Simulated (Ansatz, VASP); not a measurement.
# Two plane-wave programs on MoS2

```xyz
12
Lattice="3.1600 0.0000 0.0000 -1.5800 2.7366 0.0000 0.0000 0.0000 66.9420" Properties=species:S:1:pos:R:3 pbc="T T T"
S     1.5800    0.9122    9.1528
S     1.5800    0.9122   12.2806
S     0.0000    1.8244   15.2018
S     0.0000    1.8244   18.3266
S     1.5800    0.9122   21.2444
S     1.5800    0.9122   24.3692
S     0.0000    1.8244   27.2904
S     0.0000    1.8244   30.4182
Mo    0.0000    1.8244   10.7175
Mo    1.5800    0.9122   16.7642
Mo    0.0000    1.8244   22.8068
Mo    1.5800    0.9122   28.8535
```

Alike in both runs: functional PBE; dispersion D3(BJ); k mesh 10 × 10 × 1; occupations gaussian, width 0.02 eV; no spin polarisation.

Ansatz relaxed the structure, and its values are those at the end. VASP's run is a single point on that final structure, the one shown.

```csv
,VASP,Ansatz
version,VASP 6.6.1,Ansatz 0.2.0
potentials or method,"VASP PAW PBE potentials, release 64 (S, Mo_sv)","scalar-relativistic, plane waves, PAW"
plane-wave cutoff (eV),520,420
valence electrons in the cell,104,104
```

|  | VASP | Ansatz | Ansatz less VASP |
| --- | --- | --- | --- |
| gap on the k mesh at the Fermi level (eV) | 0.97 | 0.95 | -0.017 |
| least direct gap on the mesh (eV) | 1.90 | 1.90 | -0.004 |
| rms of the force components (eV/Å) | 0.006 | 0.001 | -0.0056 |

Ansatz's warnings: slab cell height set, xc potential rough in thin density.
